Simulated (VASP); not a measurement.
The system is Cl.

```xyz
16
Lattice="10.8155 0.0000 0.0000 0.0000 10.8155 0.0000 0.0000 0.0000 8.7799" Properties=species:S:1:pos:R:3 pbc="T T T"
Cl    6.4616    3.8648    5.6554
Cl    9.7618    9.2726    3.1245
Cl    9.2726    1.0538    5.6554
Cl    1.5429    9.7618    5.6554
Cl    1.0538    9.2726    7.5145
Cl    4.3540    3.8648    1.2654
Cl    9.7618    1.5429    7.5145
Cl    6.4616    6.9507    1.2654
Cl    9.2726    9.7618    1.2654
Cl    4.3540    6.9507    5.6554
Cl    6.9507    4.3540    7.5145
Cl    3.8648    4.3540    3.1245
Cl    6.9507    6.4616    3.1245
Cl    3.8648    6.4616    7.5145
Cl    1.0538    1.5429    3.1245
Cl    1.5429    1.0538    1.2654
```

Base run:

- Program: VASP 6.6.1
- Functional: PBE
- Potentials or basis: VASP PAW PBE potentials, release 64 (Cl)
- Cutoff: 520 eV
- k mesh: 3 × 3 × 4
- Occupations: fermi-dirac, width 0.05 eV
- Spin: no spin polarisation

Its results: band gap on the k mesh 2.55 eV, indirect (the least direct gap lies 3.5 meV higher); pressure 0.3 GPa; largest force 0.253 eV/Å.

Question: The run is repeated on the same cell with these changes: functional from PBE to r2SCAN. What comes out?

Answer: Band gap on the k mesh 2.93 eV, indirect (the least direct gap lies 3.4 meV higher); pressure 0.0 GPa; largest force 0.008 eV/Å.

r2SCAN gives the wider gap, since meta-GGAs in the generalised Kohn-Sham scheme recover part of the derivative discontinuity.

Caveats: the PAW data sets were made with another functional, which shifts forces and pressure a little (some runs).

A k mesh can miss the band edges.
